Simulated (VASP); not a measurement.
Here is a VASP 6.6.1 calculation.

File INCAR:

```
SYSTEM = ScMnS3
ALGO = Normal
EDIFF = 1E-7
ENCUT = 520
GGA = PE
ISIF = 2
ISMEAR = 0
ISPIN = 2
LASPH = .TRUE.
LCHARG = .FALSE.
LMAXMIX = 4
LORBIT = 11
LREAL = .FALSE.
LWAVE = .FALSE.
MAGMOM = 0 3.2 0 0 0
NBANDS = 33
NELM = 150
PREC = Accurate
SIGMA = 0.1
```

File KPOINTS:

```
k-points
0
G
  8 8 8
  0 0 0
```

The input POSCAR:

```
ScMnS3
1.0
    4.5512438160      0.0000000000      0.0000000000
    0.0000000000      4.5512438160      0.0000000000
    0.0000000000      0.0000000000      4.5512438160
Sc Mn S
1 1 3
Direct
    0.5000000000      0.5000000000      0.5000000000
    0.0000000000      0.0000000000      0.0000000000
    0.5000000000      0.0000000000      0.0000000000
    0.0000000000      0.5000000000      0.0000000000
    0.0000000000      0.0000000000      0.5000000000
```

Potentials or basis: VASP PAW PBE potentials, release 64 (Sc_sv, Mn_pv, S).

The run is started by

```sh
$ cat potpaw_PBE.64/Sc_sv/POTCAR potpaw_PBE.64/Mn_pv/POTCAR potpaw_PBE.64/S/POTCAR > POTCAR
$ mpirun -np 1 vasp_std > vasp.out
```

Q: Predict the site moments.

A: Sc +0.10; Mn +3.21; S +0.02 μB.

Q: Estimate the pressure.

A: 0.0 GPa.

Q: Estimate the net moment.

A: 3.68 μB per cell.

Caveat: a cell with one magnetic atom can't hold antiferromagnetic order, which such compounds often take.
